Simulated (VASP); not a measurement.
The system is SnP2.

```
Sn P
1.0
     3.92245    0.00000    0.00000
    -1.96122    3.39694    0.00000
     0.00000    0.00000    4.23520
Sn P
1 2
Direct
  0.00000 0.00000 0.00000
  0.33333 0.66667 0.50000
  0.66667 0.33333 0.50000
```

```yaml
Program: VASP 6.6.1
Task: relaxation of cell and atoms
Functional: r2SCAN
Potentials_or_basis: VASP PAW PBE potentials, release 64 (Sn_d, P)
Cutoff: 600 eV
k_mesh: 6 × 6 × 4
Occupations: gaussian, width 0.1 eV
Spin: no spin polarisation
```

At the start: pressure 8.4 GPa; volume 18.81 Å³/atom.

Problem. Where does the relaxation end?

Solution. Over 10 steps the energy falls by 93.8 meV/atom and the volume is 19.96 Å³/atom (+6.1 %); space group P6/mmm (No. 191, to 0.05 Å).

The path:
```tsv
step	energy change (eV)	largest force (eV/Å)	pressure (GPa)	volume (Å³)
1	0.0000	0.0000	8.35	56.43
2	-0.2052	0.0000	-2.62	64.75
3	-0.2179	0.0000	-0.89	62.96
4	-0.2363	0.0000	-0.68	62.24
5	-0.2656	0.0000	-0.54	60.91
6	-0.2729	0.0000	1.29	58.12
7	-0.2799	0.0000	0.20	59.52
8	-0.2804	0.0000	0.35	59.32
9	-0.2805	0.0000	0.51	59.11
10	-0.2815	0.0000	-0.26	59.89
```

Final structure:
```
Sn P
1.0
     4.23957    0.00000    0.00000
    -2.11979    3.67158    0.00000
     0.00000    0.00000    3.84772
Sn P
1 2
Direct
  0.00000 0.00000 0.00000
  0.33333 0.66667 0.50000
  0.66667 0.33333 0.50000
```

Caveat: the k points lie up to 0.41 Å⁻¹ apart in the final cell; the PAW data sets were made with another functional, which shifts forces and pressure a little.
